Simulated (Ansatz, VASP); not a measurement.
# One calculation of Li3ClO, two programs

```xyz
5
Lattice="3.4142 0.0000 0.0000 0.0000 3.4142 0.0000 0.0000 0.0000 5.1214" Properties=species:S:1:pos:R:3 pbc="T T T"
Li    0.0000    1.7071    2.5607
Li    1.7071    0.0000    2.5607
Li    1.7071    1.7071    0.0000
Cl    0.0000    0.0000    0.0000
O     1.7071    1.7071    2.5607
```

Alike in both runs: task single point; functional LDA; k mesh 6 × 6 × 6; occupations gaussian, width 0.05 eV; no spin polarisation.

|  | VASP | Ansatz |
| --- | --- | --- |
| version | VASP 6.6.1 | Ansatz 0.2.0 |
| potentials or method | VASP PAW LDA potentials, release 64 (Li_sv, Cl, O), cutoff 520 eV | scalar-relativistic, plane waves, PAW |
| valence electrons in the cell | 22 | 22 |

Ansatz gave:

| Item | Value |
| --- | --- |
| gap on the k mesh at the Fermi level (eV) | 3.74 |
| least direct gap on the mesh (eV) | 3.94 |

**Question.** Which values does VASP return?

**Answer.** gap on the k mesh at the Fermi level (eV): 3.74; least direct gap on the mesh (eV): 3.93.

LDA's correlation is that of Perdew and Zunger in VASP and of Perdew and Wang (1992) in Ansatz.

Noted on VASP's run: the cutoff is short for stress, so the pressure is rough.
